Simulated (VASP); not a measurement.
Set up this calculation in VASP 6.6.1, as the native input.

```yaml
Task: single point
Functional: PBE
Potentials_or_basis: VASP PAW PBE potentials, release 64 (Al, Ni, C, N)
Cutoff: 520 eV
k_mesh: 4 × 4 × 4
Occupations: gaussian, width 0.1 eV
Spin: collinear spin, ferromagnetic start
Starting_moments: "[0.0, 2.0, 0.0, 0.0, 0.0, 0.0, 0.0, 0.0, 0.0, 0.0] μB"
Dipole_correction: no
Further_INCAR_settings: ALGO = Normal; EDIFF = 1e-07; NBANDS = 40
```

The structure of AlNiC4N4 lies in POSCAR:

```
AlNiC4N4
1.0
    5.8171458447      0.0000000000      0.0000000000
    0.0000000000      5.8171458447      0.0000000000
    0.0000000000      0.0000000000      5.8171458447
Al Ni C N
1 1 4 4
Direct
    0.0000000000      0.0000000000      0.0000000000
    0.5000000000      0.5000000000      0.5000000000
    0.1950076855      0.1950076855      0.1950076855
    0.1950076855      0.8049923145      0.8049923145
    0.8049923145      0.1950076855      0.8049923145
    0.8049923145      0.8049923145      0.1950076855
    0.3107755543      0.3107755543      0.3107755543
    0.3107755543      0.6892244457      0.6892244457
    0.6892244457      0.3107755543      0.6892244457
    0.6892244457      0.6892244457      0.3107755543
```

These files were run (other wordings do the same):

INCAR

```
PREC = Accurate
ENCUT = 520
EDIFF = 1E-7
ISMEAR = 0
SIGMA = 0.1
LREAL = False
LASPH = True
NELM = 150
ALGO = Normal
ISIF = 2
LWAVE = False
LCHARG = True
ISPIN = 2
MAGMOM = 0 2 0 0 0 0 0 0 0 0
LORBIT = 11
LMAXMIX = 4
GGA = PE
LELF = True
LVHAR = True
NBANDS = 40
```

KPOINTS

```
Automatic mesh
0
Gamma
  4 4 4
```

Potentials or basis: VASP PAW PBE potentials, release 64 (Al, Ni, C, N).

The run is started by

```bash
$ cat potpaw_PBE.64/Al/POTCAR potpaw_PBE.64/Ni/POTCAR potpaw_PBE.64/C/POTCAR potpaw_PBE.64/N/POTCAR > POTCAR
$ mpirun -np 1 vasp_std > vasp.out
```

Results of the run:

* Pressure: 0.7 GPa
* Largest force: 0.398 eV/Å
* Band gap on the k mesh: zero (filled and empty bands overlap)
* Net moment: 1.00 μB per cell
* Site moments: Al +0.00; Ni +0.94; C +0.00; N +0.01 μB
* Valence electrons inside the program's atomic spheres: Al 0.79; Ni 9.31; C 2.65; N 3.87

Caveat: a cell with one magnetic atom can't hold antiferromagnetic order, which such compounds often take.

Wall time 2.9 min on 1 thread of AMD EPYC 9R45 96-Core Processor (Zen 5) (shared host), peak memory 0.44 GiB.
